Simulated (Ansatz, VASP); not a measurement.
**LiBr in VASP and in Ansatz**

```xyz
2
Lattice="-0.0206 2.7445 2.7445 2.7445 -0.0206 2.7445 2.7239 2.7239 0.0000" Properties=species:S:1:pos:R:3 pbc="T T T"
Li    0.0000    0.0000    0.0000
Br    2.7239    2.7239    2.7445
```

Change from the starting cell: xy shear strain of -1.5 %, crystal datasets.

Alike in both runs: task electric field gradients; functional PBE; k mesh 8 × 8 × 8; occupations fermi-dirac, width 0.03 eV; no spin polarisation.

|  | VASP | Ansatz |
| --- | --- | --- |
| version | VASP 6.6.1 | Ansatz 0.2.0 |
| potentials or method | VASP PAW PBE potentials, release 64 (Li_sv, Br), cutoff 650 eV | all-electron PAW with datasets made for the crystal, scalar-relativistic |

|  | VASP | Ansatz | Ansatz less VASP |
| --- | --- | --- | --- |
| gap on the k mesh at the Fermi level (eV) | 4.93 | 4.92 | -0.010 |
| pressure (GPa) | 0.2 | 0.3 | +0.08 |
| traceless stress, the component that is largest in VASP (GPa) | 0.30 | 0.29 | -0.001 |
| size of Vzz on the site where it differs most (V/Å²) | 6.0 | 6.2 | +0.17 |

Ansatz ran all-electron here, and VASP with PAW potentials.
